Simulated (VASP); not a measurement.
The system is LiF.

```
Li F
1.0
     0.00000    2.03430    2.03430
     2.03430    0.00000    2.03430
     2.03430    2.03430    0.00000
Li F
1 1
Cartesian
  2.0343 2.0343 2.0343
  0.0000 0.0000 0.0000
```

Program: VASP 6.6.1. Alike in all runs: task single point; no spin polarisation; cell as given; k mesh 10 × 10 × 10; cutoff (eV) 520; smearing gaussian 0.02 eV.

Question: Order these runs on this cell by their band gap on the k mesh, lowest first.
A. level PBE; potentials or basis VASP PAW PBE potentials, release 64 (Li_sv, F)
B. level LDA; potentials or basis VASP PAW LDA potentials, release 64 (Li_sv, F)
C. level r2SCAN; potentials or basis VASP PAW PBE potentials, release 64 (Li_sv, F)

Answer: B (8.57 eV), A (8.83 eV), C (9.97 eV).

A k mesh can miss the band edges.
